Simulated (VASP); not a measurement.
Here is a VASP 6.6.1 calculation.

The input INCAR:

```
SYSTEM = AlCo
PREC = Accurate
ENCUT = 520
EDIFF = 1E-6
ISMEAR = -1
SIGMA = 0.05
LREAL = .FALSE.
LASPH = .TRUE.
NELM = 80
ALGO = Normal
ISIF = 2
LWAVE = .FALSE.
LCHARG = .FALSE.
GGA = PE
NBANDS = 13
```

The input KPOINTS:

```
regular mesh
0
G
  15 15 15
  0 0 0
```

File POSCAR:

```
AlCo
1.0
    0.0000000000      1.9617490382      1.9617490382
    1.9617490382      0.0000000000      1.9617490382
    1.9617490382      1.9617490382      0.0000000000
Co Al
1 1
Direct
    0.0000000000      0.0000000000      0.0000000000
    0.5000000000      0.5000000000      0.5000000000
```

Potentials or basis: VASP PAW PBE potentials, release 64 (Co, Al).

Run with:

```sh
$ cat potpaw_PBE.64/Co/POTCAR potpaw_PBE.64/Al/POTCAR > POTCAR
$ mpirun -np 1 vasp_std > vasp.out
```

Q: What does it give for the pressure?

A: 245.5 GPa.

Q: What does it give for the band gap on the k mesh?

A: Zero (bands 6 and 7 overlap by 0.16 eV).

Caveat: the cell stands under pressure; the run has no spin polarisation, though such a crystal can be magnetic. Spin polarisation is off, so any magnetic state and its effect on volume and gap are missing.
